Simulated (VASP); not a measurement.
Wanted: the native input for a VASP 6.6.1 run.

- Task: single point
- Functional: RPBE
- Dispersion: D4
- Potentials or basis: VASP PAW PBE potentials, release 64 (Te, Sn_d)
- Cutoff: 520 eV
- k mesh: 7 × 7 × 7
- Occupations: fermi-dirac, width 0.05 eV
- Spin: no spin polarisation
- Dipole correction: no
- Further INCAR settings: ALGO = Normal; EDIFF = 1e-06; NBANDS = 17

The structure of SnTe lies in POSCAR:

```
SnTe
1.0
    0.0000000000      3.2126470615      3.2126470615
    3.2126470615      0.0000000000      3.2126470615
    3.2126470615      3.2126470615      0.0000000000
Te Sn
1 1
Direct
    0.5000000000      0.5000000000      0.5000000000
    0.0000000000      0.0000000000      0.0000000000
```

One way to write it, as run:

INCAR

```
SYSTEM = SnTe
PREC = Accurate
ENCUT = 520
EDIFF = 1E-6
ISMEAR = -1
SIGMA = 0.05
LREAL = .False.
LASPH = .True.
NELM = 100
ALGO = Normal
ISIF = 2
LWAVE = .False.
LCHARG = .False.
GGA = RP
IVDW = 13
NBANDS = 17
```

KPOINTS

```
Automatic mesh
0
Gamma
  7 7 7
  0 0 0
```

Potentials or basis: VASP PAW PBE potentials, release 64 (Te, Sn_d).

Run with:

```console
$ cat potpaw_PBE.64/Te/POTCAR potpaw_PBE.64/Sn_d/POTCAR > POTCAR
$ mpirun -np 1 vasp_std > vasp.out
```

Results of the run:

```yaml
Pressure: -2.7 GPa
Dispersion_energy_per_atom: -0.750 eV
```

Caveat: the PAW data sets were made with another functional, which shifts forces and pressure a little.

It took 12 s on 1 thread of Intel(R) Xeon(R) Platinum 8488C (Sapphire Rapids), with other jobs on the host, peak memory 0.2 GiB.
